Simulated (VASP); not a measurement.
# Ag (Fm-3m) in VASP: a series of runs

The runs below take Ag through relaxation of cell and atoms, with PBE.

Program: VASP 6.6.1. These are calculated values, not measurements. Logs are shortened: lines on timing, memory, paths and dates and some standing lists are left out, and cuts for length are marked.

**1. The cell of the first run**

The structure is cubic, space group Fm-3m (No. 225). The conventional cell has a = 3.321 Å, b = 3.321 Å, c = 3.321 Å, α = 90.00°, β = 90.00°, γ = 90.00°. Within 3.1 Å of Ag (site symmetry m-3m) lie 12 Ag at 2.35 Å.

**2. Relaxation of cell and atoms, PBE, target pressure 390 GPa, at which the enthalpy is minimised**

File INCAR:

```
  PREC = Accurate
  ENCUT = 600
  EDIFF = 1E-6
  ISMEAR = -1
  SIGMA = 0.05
  LREAL = False
  LASPH = True
  NELM = 100
  ALGO = Normal
  ISIF = 3
  LWAVE = False
  LCHARG = False
  GGA = PE
  IBRION = 2
  NSW = 60
  EDIFFG = -0.005
  PSTRESS = 3900.0
```

File KPOINTS:

```
Automatic mesh
0
Gamma
  20 20 20
```

File POSCAR:

```
Ag
1.0
    0.0000000000      1.6602812224      1.6602812224
    1.6602812224      0.0000000000      1.6602812224
    1.6602812224      1.6602812224      0.0000000000
Ag
1
Direct
    0.0000000000      0.0000000000      0.0000000000
```

Potentials or basis: VASP PAW PBE potentials, release 64 (Ag).

Command:

```sh
> cat potpaw_PBE.64/Ag/POTCAR > POTCAR
> mpirun -np 1 vasp_std > vasp.out
```

OUTCAR:

```text
PREC = Accurate
   ENCUT = 600
   EDIFF = 1E-6
   ISMEAR = -1
   LREAL = False
   LASPH = True
   NELM = 100
   ISIF = 3
   GGA = PE
   IBRION = 2
   NSW = 60
   EDIFFG = -0.005
   PSTRESS = 3900.0

 ion  position               nearest neighbor table
   1  0.000  0.000  0.000-

  LATTYP: Found a face centered cubic cell.
 ALAT       =     3.3205624448

  Lattice vectors:

 A1 = (   0.0000000000,   1.6602812224,   1.6602812224)
 A2 = (   1.6602812224,   0.0000000000,   1.6602812224)
 A3 = (   1.6602812224,   1.6602812224,   0.0000000000)

Analysis of symmetry for initial positions (statically):
=====================================================================
 Subroutine PRICEL returns:
 Original cell was already a primitive cell.

 Routine SETGRP: Setting up the symmetry group for a
 face centered cubic supercell.

 Subroutine GETGRP returns: Found 48 space group operations
 (whereof 48 operations were pure point group operations)
 out of a pool of 48 trial point group operations.

The static configuration has the point symmetry O_h .

Analysis of symmetry for dynamics (positions and initial velocities):
=====================================================================
 Subroutine PRICEL returns:
 Original cell was already a primitive cell.

 Routine SETGRP: Setting up the symmetry group for a
 face centered cubic supercell.

 Subroutine GETGRP returns: Found 48 space group operations
 (whereof 48 operations were pure point group operations)
 out of a pool of 48 trial point group operations.

The dynamic configuration has the point symmetry O_h .

 Subroutine INISYM returns: Found 48 space group operations
 (whereof 48 operations are pure point group operations),
 and found     1 'primitive' translations

----------------------------------------------------------------------------------------

                                     Primitive cell

  volume of cell :       9.1532

  direct lattice vectors                    reciprocal lattice vectors
     0.000000000  1.660281222  1.660281222    -0.301153800  0.301153800  0.301153800
     1.660281222  0.000000000  1.660281222     0.301153800 -0.301153800  0.301153800
     1.660281222  1.660281222  0.000000000     0.301153800  0.301153800 -0.301153800

  length of vectors
     2.347992222  2.347992222  2.347992222     0.521613683  0.521613683  0.521613683

  position of ions in fractional coordinates (direct lattice)
     0.000000000  0.000000000  0.000000000

  ion indices of the primitive-cell ions
   primitive index   ion index
                 1           1

----------------------------------------------------------------------------------------

 KPOINTS: Automatic mesh

Automatic generation of k-mesh.
 Grid dimensions read from file:
 generate k-points for:   20   20   20

 Generating k-lattice:

  Cartesian coordinates                     Fractional coordinates (reciprocal lattice)
    -0.015057690  0.015057690  0.015057690     0.050000000  0.000000000  0.000000000
     0.015057690 -0.015057690  0.015057690     0.000000000  0.050000000  0.000000000
     0.015057690  0.015057690 -0.015057690     0.000000000  0.000000000  0.050000000

  Length of vectors
     0.026080684  0.026080684  0.026080684

  Shift w.r.t. Gamma in fractional coordinates (k-lattice)
     0.000000000  0.000000000  0.000000000

 Subroutine IBZKPT returns following result:
 ===========================================

 Found    256 irreducible k-points:

 Following reciprocal coordinates:
            Coordinates               Weight
  0.000000  0.000000  0.000000      1.000000
  0.050000  0.000000  0.000000      8.000000
  0.100000  0.000000  0.000000      8.000000
  0.150000  0.000000  0.000000      8.000000
  0.200000  0.000000  0.000000      8.000000
  0.250000  0.000000  0.000000      8.000000
[... 16 lines left out ...]
 -0.400000  0.050000  0.000000     24.000000
 -0.350000  0.050000  0.000000     24.000000
 [... further k-points ...]
   k-points           NKPTS =    256   k-points in BZ     NKDIM =    256   number of bands    NBANDS=      9
   number of dos      NEDOS =    301   number of ions     NIONS =      1
   total plane-waves  NPLWV =   8000
   dimension x,y,z NGX =    20 NGY =   20 NGZ =   20
   dimension x,y,z NGXF=    40 NGYF=   40 NGZF=   40
   ions per type =               1
   NGX,Y,Z   is equivalent  to a cutoff of  14.16, 14.16, 14.16 a.u.
   NGXF,Y,Z  is equivalent  to a cutoff of  28.32, 28.32, 28.32 a.u.
 SYSTEM =  unknown system
   PREC   = accura    normal or accurate (medium, high low for compatibility)
   ISTART =      0    job   : 0-new  1-cont  2-samecut
   ICHARG =      2    charge: 1-file 2-atom 10-const
   ISPIN  =      1    spin polarized calculation?
   LNONCOLLINEAR =      F non collinear calculations
   LSORBIT =      F    spin-orbit coupling
   LASPH  =      T    aspherical Exc in radial PAW
   ENCUT  =  600.0 eV  44.10 Ry    6.64 a.u.   4.69  4.69  4.69*2*pi/ulx,y,z
   NELM   =    100;   NELMIN=  2; NELMDL= -5     # of ELM steps
   EDIFF  = 0.1E-05   stopping-criterion for ELM
   LREAL  =      F    real-space projection
   EDIFFG = -.5E-02   stopping-criterion for IOM
   NSW    =     60    number of steps for IOM
   IBRION =      2    ionic relax: 0-MD 1-quasi-New 2-CG
   NFREE  =      1    steps in history (QN), initial steepest desc. (CG)
   ISIF   =      3    stress and relaxation
   ISYM   =      2    0-nonsym 1-usesym 2-fastsym
   POTIM  = 0.5000    time-step for ionic-motion
   TEBEG  =    0.0;   TEEND  =   0.0 temperature during run
   PSTRESS= 3900.0 pullay stress
   NELECT =      11.0000    total number of electrons
   NUPDOWN=      -1.0000    fix difference up-down
   EMIN   =  10.00;   EMAX   =-10.00  energy-range for DOS
   EFERMI =   0.00;   METHOD = LEGACY
   ISMEAR =    -1;   SIGMA  =   0.05  broadening in eV -4-tet -1-fermi 0-gaus
   EFERMI_NEDOS =   21; number of points for ismear=-14 and -15
   IALGO  =     38    algorithm
   IMIX   =      4    mixing-type and parameters
     AMIX     =   0.40;   BMIX     =  1.00
     AMIX_MAG =   1.60;   BMIX_MAG =  1.00
  volume/ion in A,a.u.               =       9.15        61.77
  Fermi-wavevector in a.u.,A,eV,Ry     =   1.740527  3.289119 41.217950  3.029434
  Thomas-Fermi vector in A             =   2.813159
   LORBIT       =      0    0 simple, 1 ext, 2 COOP (PROOUT), +10 PAW based schemes
   GGA     = PE    functional components
   LHFCALC =     F    Hartree Fock is set to
   AEXX    =    0.0000 exact exchange contribution
   IVDW    =     0    specifies the selected vdW correction
   LEPSILON=     F    determine dielectric tensor
   LRPA    =     F    only Hartree local field effects (RPA)
 conjugate gradient relaxation of ions
 non-spin polarized calculation
  energy-cutoff  :      600.00
  volume of cell :        9.15
 maximum number of plane-waves:       322
   NGX =  9   NGY =  9   NGZ =  9

--------------------------------------- Ionic step        1  -------------------------------------------

 number of electron      11.0000001 magnetization

 Free energy of the ion-electron system (eV)
  ---------------------------------------------------
  ext. energy  EPLUGINS =         0.00000000
  ---------------------------------------------------
  free energy    TOTEN  =         2.52061583 eV

  energy without entropy =        2.52202665  energy(sigma->0) =        2.52132124

------------------------ aborting loop because EDIFF is reached ----------------------------------------

  FORCE on cell =-STRESS in cart. coord.  units (eV):
  Direction    XX          YY          ZZ          XY          YZ          ZX
  --------------------------------------------------------------------------------------
  -------------------------------------------------------------------------------------
  Total       22.3088461     22.3088461     22.3088461      0.0000000      0.0000000      0.0000000
  in kB     3904.9252620   3904.9252620   3904.9252620      0.0000000      0.0000000      0.0000000
  external PRESSURE =       4.9252620 kB  Pullay stress =    3900.0000000 kB
[... 59 lines left out ...]
  enthalpy is  TOTEN    =        24.8019871092 eV   P V=       22.3715663717

--------------------------------------- Ionic step        3  -------------------------------------------

 number of electron      11.0000001 magnetization

 Free energy of the ion-electron system (eV)
  ---------------------------------------------------
  ext. energy  EPLUGINS =         0.00000000
  ---------------------------------------------------
  free energy    TOTEN  =         2.51417712 eV

  energy without entropy =        2.51558665  energy(sigma->0) =        2.51488189

 E-fermi :  21.8206     XC(G=0): -16.3299

 val. band max:       21.8082083856   @ k =  -0.2000   0.3000   0.1000
 cond. band min:      21.9418119587   @ k =  -0.4000   0.1500   0.0500
 fundamental gap:      0.1336035731
 Fermi energy:        21.8205563945

 k-point     1 :       0.0000    0.0000    0.0000
  band No.  band energies     occupation
      1       7.3527      2.00000
      2      12.3312      2.00000
      3      12.3312      2.00000
      4      12.3312      2.00000
      5      15.3305      2.00000
      6      15.3305      2.00000
      7      36.1421      0.00000
      8      43.7574      0.00000
      9      43.7574      0.00000
[... 265 lines left out ...]
 k-point    24 :      -0.3500    0.0500    0.0000
  band No.  band energies     occupation
      1       8.8703      2.00000
      2      12.3927      2.00000
      3      12.5070      2.00000
      4      15.2754      2.00000
      5      16.4894      2.00000
      6      17.8271      2.00000
      7      32.8801      0.00000
      8      37.2087      0.00000
      9      45.6342      0.00000

 [... further k-points ...]

------------------------ aborting loop because EDIFF is reached ----------------------------------------

  FORCE on cell =-STRESS in cart. coord.  units (eV):
  Direction    XX          YY          ZZ          XY          YZ          ZX
  --------------------------------------------------------------------------------------
  -------------------------------------------------------------------------------------
  Total       22.2873726     22.2873726     22.2873726      0.0000000      0.0000000      0.0000000
  in kB     3900.0401492   3900.0401492   3900.0401492      0.0000000      0.0000000      0.0000000
  external PRESSURE =       0.0401492 kB  Pullay stress =    3900.0000000 kB
[... 16 lines left out ...]
  FREE ENERGIE OF THE ION-ELECTRON SYSTEM (eV)
  ---------------------------------------------------
  free  energy   TOTEN  =         2.5141771185 eV

  energy  without entropy=        2.5155866546  energy(sigma->0) =        2.51488189

  enthalpy is  TOTEN    =        24.8013203271 eV   P V=       22.2871432086

 reached required accuracy - stopping structural energy minimisation
```

It took 22 s on 1 thread of Intel Xeon 6975P-C (Granite Rapids), shared host; peak memory 0.15 GiB.

What came out:

```yaml
Free_energy: 2.5142 eV
Relaxed_volume: 9.16 Å³/atom
Relaxed_cell: a = 2.348 Å, b = 2.348 Å, c = 2.348 Å, α = 60.00°, β = 60.00°, γ = 60.00°
Space_group_after_relaxing_to_0.05_Å: Fm-3m (No. 225)
Energy_change_on_relaxing_the_enthalpy_is_what_falls: -6.4 meV/atom
Ionic_steps: 3
Pressure_after_relaxing: 390.0 GPa
```

Step by step:
| step | energy change (eV) | largest force (eV/Å) | pressure (GPa) | volume (Å³) |
| --- | --- | --- | --- | --- |
| 1 | 0.0000 | 0.0000 | 390.49 | 9.15 |
| 2 | -0.0902 | 0.0000 | 383.98 | 9.19 |
| 3 | -0.0064 | 0.0000 | 390.00 | 9.16 |

Final structure:
```
CELL_PARAMETERS angstrom
0.00000 1.66044 1.66044
1.66044 0.00000 1.66044
1.66044 1.66044 0.00000
ATOMIC_POSITIONS crystal
Ag 0.00000 0.00000 0.00000
```

Caveat: the cell is relaxed towards a set pressure, so the enthalpy falls and the energy may rise.

**3. Relaxation of cell and atoms, PBE, target pressure 390 GPa, at which the enthalpy is minimised**

File INCAR:

```
  ALGO = Normal
  EDIFF = 1E-6
  EDIFFG = -0.005
  ENCUT = 600
  GGA = PE
  IBRION = 2
  ISIF = 3
  ISMEAR = -1
  LASPH = True
  LCHARG = False
  LREAL = False
  LWAVE = False
  NELM = 60
  NSW = 32
  PREC = Accurate
  PSTRESS = 3900.0
  SIGMA = 0.05
```

File KPOINTS:

```
k-points
0
Gamma
  20 20 20
```

File POSCAR:

```
Ag
1.0
    0.0000000000      1.6605020844      1.6605020844
    1.6605020844      0.0000000000      1.6605020844
    1.6605020844      1.6605020844      0.0000000000
Ag
1
Direct
    0.0000000000      0.0000000000      0.0000000000
```

Potentials or basis: VASP PAW PBE potentials, release 64 (Ag).

Command:

```sh
> cat potpaw_PBE.64/Ag/POTCAR > POTCAR
> mpirun -np 1 vasp_std > vasp.out
```

It took 22 s on 1 thread of Intel Xeon 6975P-C (Granite Rapids), shared host; peak memory 0.15 GiB.

Results (log left out):

| Quantity | Value |
| --- | --- |
| Free energy | 2.5139 eV |
| Energy change on relaxing (the enthalpy is what falls) | +2.1 meV/atom |
| Ionic steps | 3 |
| Pressure after relaxing | 390.0 GPa |

The path:
```
step  energy change (eV)  largest force (eV/Å)  pressure (GPa)  volume (Å³)
   1              0.0000                0.0000          389.84         9.16
   2              0.0290                0.0000          391.97         9.15
   3              0.0021                0.0000          390.04         9.16
```

Final structure:
```yaml
crystal:
  lattice:
    - [0.00000, 1.66045, 1.66045]
    - [1.66045, 0.00000, 1.66045]
    - [1.66045, 1.66045, 0.00000]
  atoms:
    - { symbol: Ag, position: [0.00000, 0.00000, 0.00000] }
```

Levels at points of the mesh, in eV from the Fermi level:
```csv
k point,band 4,band 5,band 6,band 7,band 8,band 9
"(0.00, 0.00, 0.00)",-9.49,-6.49,-6.49,14.32,21.94,21.94
"(0.50, 0.00, 0.00)",-4.20,-4.20,-3.15,8.14,13.81,22.83
"(0.50, 0.50, 0.00)",-3.57,-3.57,0.41,12.76,12.93,12.93
```

Caveat: the cell is relaxed towards a set pressure, so the enthalpy falls and the energy may rise.

**4. Relaxation of cell and atoms, PBE**

This run uses another cell than the first one, of 17.83 Å³/atom, 1.948 times its volume.

File INCAR:

```
ALGO = Normal
EDIFF = 1E-6
EDIFFG = -0.005
ENCUT = 600
GGA = PE
IBRION = 2
ISIF = 3
ISMEAR = -1
LASPH = True
LCHARG = False
LREAL = False
LWAVE = False
NELM = 100
NSW = 60
PREC = Accurate
SIGMA = 0.05
```

File KPOINTS:

```
k-points
0
Gamma
  16 16 16
```

File POSCAR:

```
Ag
1.0
    0.0000000000      2.0734371548      2.0734371548
    2.0734371548      0.0000000000      2.0734371548
    2.0734371548      2.0734371548      0.0000000000
Ag
1
Direct
    0.0000000000      0.0000000000      0.0000000000
```

Potentials or basis: VASP PAW PBE potentials, release 64 (Ag).

Command:

```sh
> cat potpaw_PBE.64/Ag/POTCAR > POTCAR
> mpirun -np 1 vasp_std > vasp.out
```

OUTCAR:

```text
EDIFF = 1E-6
   EDIFFG = -0.005
   ENCUT = 600
   GGA = PE
   IBRION = 2
   ISIF = 3
   ISMEAR = -1
   LASPH = True
   LREAL = False
   NELM = 100
   NSW = 60
   PREC = Accurate

 ion  position               nearest neighbor table
   1  0.000  0.000  0.000-

  LATTYP: Found a face centered cubic cell.
 ALAT       =     4.1468743096

  Lattice vectors:

 A1 = (   0.0000000000,   2.0734371548,   2.0734371548)
 A2 = (   2.0734371548,   0.0000000000,   2.0734371548)
 A3 = (   2.0734371548,   2.0734371548,   0.0000000000)

Analysis of symmetry for initial positions (statically):
=====================================================================
 Subroutine PRICEL returns:
 Original cell was already a primitive cell.

 Routine SETGRP: Setting up the symmetry group for a
 face centered cubic supercell.

 Subroutine GETGRP returns: Found 48 space group operations
 (whereof 48 operations were pure point group operations)
 out of a pool of 48 trial point group operations.

The static configuration has the point symmetry O_h .

Analysis of symmetry for dynamics (positions and initial velocities):
[... 211 lines left out ...]
      1       0.3849      2.00000
      2       3.1850      2.00000
      3       3.1850      2.00000
      4       3.1850      2.00000
      5       4.1415      2.00000
      6       4.1415      2.00000
      7      23.7600      0.00000
      8      27.0798      0.00000
      9      27.0798      0.00000
[... 265 lines left out ...]
 k-point    24 :      -0.0625    0.0625    0.0000
  band No.  band energies     occupation
      1       0.6948      2.00000
      2       3.1062      2.00000
      3       3.2597      2.00000
      4       3.2866      2.00000
      5       4.0689      2.00000
      6       4.1610      2.00000
      7      23.6903      0.00000
      8      25.0913      0.00000
      9      26.4435      0.00000

 [... further k-points ...]

------------------------ aborting loop because EDIFF is reached ----------------------------------------

  FORCE on cell =-STRESS in cart. coord.  units (eV):
  Direction    XX          YY          ZZ          XY          YZ          ZX
  --------------------------------------------------------------------------------------
  -------------------------------------------------------------------------------------
  Total        0.0011956      0.0011956      0.0011956      0.0000000      0.0000000      0.0000000
  in kB        0.1075379      0.1075379      0.1075379      0.0000000      0.0000000      0.0000000
  external PRESSURE =       0.1075379 kB  Pullay stress =       0.0000000 kB

 VOLUME and BASIS-vectors are now :
 -----------------------------------------------------------------------------
  energy-cutoff  :      600.00
  volume of cell :       17.81
      direct lattice vectors                 reciprocal lattice vectors
    -0.000000000  2.072823220  2.072823220    -0.241216904  0.241216904  0.241216904
     2.072823220 -0.000000000  2.072823220     0.241216904 -0.241216904  0.241216904
     2.072823220  2.072823220  0.000000000     0.241216904  0.241216904 -0.241216904

 POSITION                                       TOTAL-FORCE (eV/Angst)
 -----------------------------------------------------------------------------------
      0.00000      0.00000      0.00000         0.000000      0.000000      0.000000
 -----------------------------------------------------------------------------------
    total drift:                               -0.000000      0.000000     -0.000000

  FREE ENERGIE OF THE ION-ELECTRON SYSTEM (eV)
  ---------------------------------------------------
  free  energy   TOTEN  =        -2.7199370396 eV

  energy  without entropy=       -2.7175862219  energy(sigma->0) =       -2.71876163

 reached required accuracy - stopping structural energy minimisation
```

It took 10 s on 1 thread of Intel Xeon 6975P-C (Granite Rapids), shared host; peak memory 0.16 GiB.

What came out:

```yaml
Free_energy: -2.7199 eV
Relaxed_volume: 17.81 Å³/atom
Relaxed_cell: a = 2.931 Å, b = 2.931 Å, c = 2.931 Å, α = 60.00°, β = 60.00°, γ = 60.00°
Space_group_after_relaxing_to_0.05_Å: Fm-3m (No. 225)
Energy_gained_by_relaxing: 0.0 meV/atom
Ionic_steps: 2
Pressure_after_relaxing: 0.0 GPa
```

Final structure:
```
Ag
1.0
     0.00000    2.07282    2.07282
     2.07282    0.00000    2.07282
     2.07282    2.07282    0.00000
Ag
1
Direct
  0.00000 0.00000 0.00000
```
